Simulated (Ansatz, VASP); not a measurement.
## TiCo: VASP beside Ansatz

```xyz
2
Lattice="2.9861 0.0000 0.0000 0.0000 2.9861 0.0000 0.0000 0.0000 2.9861" Properties=species:S:1:pos:R:3 pbc="T T T"
Ti    0.0000    0.0000    0.0000
Co    1.4931    1.4931    1.4931
```

Alike in both runs: task electric field gradients; functional PBE; k mesh 11 × 11 × 11; occupations fermi-dirac, width 0.05 eV; collinear spin.

|  | VASP | Ansatz |
| --- | --- | --- |
| version | VASP 6.6.1 | Ansatz 0.2.0 |
| potentials or method | VASP PAW PBE potentials, release 64 (Ti_sv, Co) | plane-wave PAW, scalar-relativistic |
| plane-wave cutoff (eV) | 520 | 420 |
| valence electrons in the cell | 21 | 29 |

VASP gave:

- pressure (GPa): -0.5
- net moment per atom (μB): 0.43
- size of the moment on the site where the two differ most (μB): 0.95

Estimate Ansatz's values.

pressure (GPa): 0.0; net moment per atom (μB): 0.44; size of the moment on the site where the two differ most (μB): 0.99.

Site moments also hang on the region over which each program counts them. VASP's potentials hold 21 valence electrons a cell and Ansatz's 29, so a difference there can come from the potentials and not from the codes.
